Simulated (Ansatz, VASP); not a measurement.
Ag in VASP and in Ansatz

The input INCAR:

```
ALGO = Normal
EDIFF = 1E-6
ENCUT = 520
GGA = PE
ISIF = 2
ISMEAR = -1
LASPH = True
LCHARG = False
LREAL = False
LWAVE = False
NBANDS = 12
NELM = 100
PREC = Accurate
SIGMA = 0.08
```

The input KPOINTS:

```
k-points
0
Gamma
  16 16 16
```

File POSCAR:

```
Ag
1.0
    2.7510814018      0.0000000000      0.0000000000
    0.0000000000      2.7510814018      0.0000000000
    0.0000000000      0.0000000000      2.7510814018
Ag
1
Direct
    0.0000000000      0.0000000000      0.0000000000
```

Input for Ansatz:

```yaml
crystal:
  lattice:
    - [2.7510814018, 0.0, 0.0]
    - [0.0, 2.7510814018, 0.0]
    - [0.0, 0.0, 2.7510814018]
  atoms:
    - { symbol: Ag, position: [0.0, 0.0, 0.0] }
kpoints:
  mp_grid: { grid: [16, 16, 16] }
scf:
  occupations: { method: fermi_dirac, width: 0.08 }
hamiltonian:
  xc: pbe
  pseudopotentials: { kind: nc }
output:
  forces: true
  stress: true
  eigenvalues: true
```

Change from the starting cell: volume scaled by 1, norm-conserving files.

Alike in both runs: task single point; functional PBE; k mesh 16 × 16 × 16; occupations fermi-dirac, width 0.08 eV; no spin polarisation.

|  | VASP | Ansatz |
| --- | --- | --- |
| version | VASP 6.6.1 | Ansatz 0.2.0 |
| potentials or method | VASP PAW PBE potentials, release 64 (Ag) | norm-conserving pseudopotentials, scalar-relativistic |
| plane-wave cutoff (eV) | 520 | 960 |
| valence electrons in the cell | 11 | 19 |

```csv
,VASP,Ansatz,Ansatz less VASP
pressure (GPa),-0.1,0.0,+0.12
```

VASP's potentials hold 11 valence electrons a cell and Ansatz's 19, so a difference there can come from the potentials and not from the codes.
